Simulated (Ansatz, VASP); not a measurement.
## One calculation of Ge, two programs

```
Ge
1.0
     2.73265    0.00000    0.00000
     0.00000    2.73265    0.00000
     0.00000    0.00000    2.67139
Ge
1
Direct
  0.00000 0.00000 0.00000
```

Change from the starting cell: z stretched by -1.5 % at fixed volume.

Alike in both runs: task single point; functional PBE; k mesh 13 × 13 × 13; occupations fermi-dirac, width 0.05 eV; no spin polarisation.

```csv
,VASP,Ansatz
version,VASP 6.6.1,Ansatz 0.2.0
potentials or method,"VASP PAW PBE potentials, release 64 (Ge_d), cutoff 520 eV","all-electron LAPW, scalar-relativistic"
```

VASP gave:

| Quantity | Value |
| --- | --- |
| pressure (GPa) | -0.1 |
| traceless stress, the component that is largest in VASP (GPa) | 1.93 |

Q: Which values does Ansatz return?

A: Pressure (GPa): 0.1; traceless stress, the component that is largest in VASP (GPa): 1.95.

Ansatz ran all-electron here, and VASP with PAW potentials.
